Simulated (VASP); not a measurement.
# CsH (P4/mmm) in VASP: further runs, part 2 of 2

VASP 6.6.1.

**4. Single point, LDA (strain -0.0300 x Voigt [0, 0, 1, 0, 0, 0])**

INCAR reads:

```
SYSTEM = CsH
PREC = Accurate
ENCUT = 520
EDIFF = 1E-6
ISMEAR = 0
SIGMA = 0.05
LREAL = .False.
LASPH = .True.
NELM = 80
ALGO = Normal
ISIF = 2
LWAVE = .False.
LCHARG = .False.
GGA = CA
NBANDS = 12
```

KPOINTS reads:

```
Automatic mesh
0
Gamma
  8 8 8
  0 0 0
```

POSCAR reads:

```
CsH
1.0
    3.8184085400      0.0000000000      0.0000000000
    0.0000000000      3.8184085400      0.0000000000
    0.0000000000      0.0000000000      3.7038562838
Cs H
1 1
Direct
    0.0000000000      0.0000000000      0.0000000000
    0.5000000000      0.5000000000      0.5000000000
```

Potentials or basis: VASP PAW LDA potentials, release 64 (Cs_sv, H).

Command:

```sh
$ cat potpaw_LDA.64/Cs_sv/POTCAR potpaw_LDA.64/H/POTCAR > POTCAR
$ mpirun -np 1 vasp_std > vasp.out
```

OUTCAR:

```text
SYSTEM = CsH
   PREC = Accurate
   ENCUT = 520
   EDIFF = 1E-6
   ISMEAR = 0
   LREAL = .False.
   LASPH = .True.
   NELM = 80
   ISIF = 2
   GGA = CA

 ion  position               nearest neighbor table
   1  0.000  0.000  0.000-
   2  0.500  0.500  0.500-

  LATTYP: Found a simple tetragonal cell.
 ALAT       =     3.8184085400
 C/A-ratio  =     0.9700000000

  Lattice vectors:

 A1 = (   3.8184085400,   0.0000000000,   0.0000000000)
 A2 = (   0.0000000000,   3.8184085400,   0.0000000000)
 A3 = (   0.0000000000,   0.0000000000,   3.7038562838)

Analysis of symmetry for initial positions (statically):
=====================================================================
 Subroutine PRICEL returns:
 Original cell was already a primitive cell.

 Routine SETGRP: Setting up the symmetry group for a
 simple tetragonal supercell.

 Subroutine GETGRP returns: Found 16 space group operations
 (whereof 16 operations were pure point group operations)
 out of a pool of 16 trial point group operations.

The static configuration has the point symmetry D_4h.

Analysis of symmetry for dynamics (positions and initial velocities):
=====================================================================
 Subroutine PRICEL returns:
 Original cell was already a primitive cell.

 Routine SETGRP: Setting up the symmetry group for a
 simple tetragonal supercell.

 Subroutine GETGRP returns: Found 16 space group operations
 (whereof 16 operations were pure point group operations)
 out of a pool of 16 trial point group operations.

The dynamic configuration has the point symmetry D_4h.

 Subroutine INISYM returns: Found 16 space group operations
 (whereof 16 operations are pure point group operations),
 and found     1 'primitive' translations

----------------------------------------------------------------------------------------

                                     Primitive cell

  volume of cell :      54.0031
[... 112 lines left out ...]
  Thomas-Fermi vector in A             =   2.059783
   LORBIT       =      0    0 simple, 1 ext, 2 COOP (PROOUT), +10 PAW based schemes
   GGA     = CA    functional components
   LHFCALC =     F    Hartree Fock is set to
   AEXX    =    0.0000 exact exchange contribution
   IVDW    =     0    specifies the selected vdW correction
   LEPSILON=     F    determine dielectric tensor
   LRPA    =     F    only Hartree local field effects (RPA)
 non-spin polarized calculation
 Gauss-broadening in eV      SIGMA  =   0.05
  energy-cutoff  :      520.00
  volume of cell :       54.00
 maximum number of plane-waves:      1472
   NGX = 15   NGY = 15   NGZ = 13

 number of electron       9.9999999 magnetization

 number of electron      10.0000000 magnetization

 Free energy of the ion-electron system (eV)
  ---------------------------------------------------
  ext. energy  EPLUGINS =         0.00000000
  ---------------------------------------------------
  free energy    TOTEN  =        -4.91908342 eV

  energy without entropy =       -4.91908342  energy(sigma->0) =       -4.91908342

 E-fermi :   1.0645     XC(G=0):  -8.3059

 val. band max:        0.7915572826   @ k =   0.5000   0.5000   0.5000
 cond. band min:       3.0926847006   @ k =   0.5000   0.0000   0.0000
 fundamental gap:      2.3011274180
 Fermi energy:         1.0644930925

 k-point     1 :       0.0000    0.0000    0.0000
  band No.  band energies     occupation
      1     -21.0771      2.00000
      2      -7.1251      2.00000
      3      -7.1251      2.00000
      4      -6.9683      2.00000
      5      -1.3693      2.00000
      6       3.8197      0.00000
      7       3.8599      0.00000
      8       7.9953      0.00000
      9      10.0623      0.00000
     10      10.3609      0.00000
     11      10.3609      0.00000
     12      10.9404      0.00000
[... 331 lines left out ...]
 k-point    24 :       0.5000    0.1250    0.1250
  band No.  band energies     occupation
      1     -20.8662      2.00000
      2      -8.6128      2.00000
      3      -7.1784      2.00000
      4      -7.0880      2.00000
      5       0.2817      2.00000
      6       3.8782      0.00000
      7       5.3027      0.00000
      8       5.7936      0.00000
      9       7.5373      0.00000
     10       9.1189      0.00000
     11      10.3305      0.00000
     12      11.8369      0.00000

 [... further k-points ...]
[... 5 lines left out ...]
  --------------------------------------------------------------------------------------
  -------------------------------------------------------------------------------------
  Total       -0.6651748     -0.6651748     -0.2499117      0.0000000      0.0000000      0.0000000
  in kB      -19.7345613    -19.7345613     -7.4144385      0.0000000      0.0000000      0.0000000
  external PRESSURE =     -15.6278537 kB  Pullay stress =       0.0000000 kB

 VOLUME and BASIS-vectors are now :
 -----------------------------------------------------------------------------
  energy-cutoff  :      520.00
  volume of cell :       54.00
      direct lattice vectors                 reciprocal lattice vectors
     3.818408540  0.000000000  0.000000000     0.261889211  0.000000000  0.000000000
     0.000000000  3.818408540  0.000000000     0.000000000  0.261889211  0.000000000
     0.000000000  0.000000000  3.703856284     0.000000000  0.000000000  0.269988877

 POSITION                                       TOTAL-FORCE (eV/Angst)
 -----------------------------------------------------------------------------------
      0.00000      0.00000      0.00000         0.000000      0.000000      0.000000
      1.90920      1.90920      1.85193         0.000000      0.000000      0.000000
 -----------------------------------------------------------------------------------
    total drift:                                0.000000      0.000000      0.000000

  FREE ENERGIE OF THE ION-ELECTRON SYSTEM (eV)
  ---------------------------------------------------
  free  energy   TOTEN  =        -4.9190834190 eV

  energy  without entropy=       -4.9190834190  energy(sigma->0) =       -4.91908342
```

stdout:

```text
POSCAR found type information on POSCAR CsH
 POSCAR found :  2 types and       2 ions
 scaLAPACK will be used
 LDA part: xc-table for (Slater(with rela. corr.)+CA(PZ))
 , standard interpolation
 POSCAR, INCAR and KPOINTS ok, starting setup
 FFT: planning ... GRIDC
 FFT: planning ... GRID_SOFT
 FFT: planning ... GRID
 WAVECAR not read
 entering main loop
```

Wall time 26 s (1 thread of AMD EPYC 7R43 (Zen 3), shared host); peak memory 0.14 GiB.

What came out:

- Free energy: -4.9191 eV
- Pressure: -1.6 GPa
- Band gap on the k mesh: 2.30 eV, indirect (least direct gap 2.35 eV)

Stress tensor (GPa, compression positive):
```
-1.97  0.00  0.00
 0.00 -1.97  0.00
 0.00  0.00 -0.74
```

Caveat: the cell differs from its parent crystal (strain -0.0300 x Voigt [0, 0, 1, 0, 0, 0]); spin-orbit coupling is left out, which moves the levels of the heavy elements.

**5. Overview**

```tsv
cell	gap on the mesh (eV)	pressure (GPa)
a = 3.818, b = 3.818, c = 3.589 Å, 2 atoms	2.24	-1.1
a = 3.818, b = 3.818, c = 3.647 Å, 2 atoms	2.29	-1.4
a = 3.818, b = 3.818, c = 3.704 Å, 2 atoms	2.30	-1.6
```

Alike in all rows: task single point; level LDA; potentials or basis VASP PAW LDA potentials, release 64 (Cs_sv, H); no spin polarisation; k mesh 8 × 8 × 8; cutoff (eV) 520; smearing gaussian 0.05 eV.

Caveats: spin-orbit coupling is left out, which moves the levels of the heavy elements.

Total energies depend on the potentials used, so only differences within one code and one set of settings carry meaning.
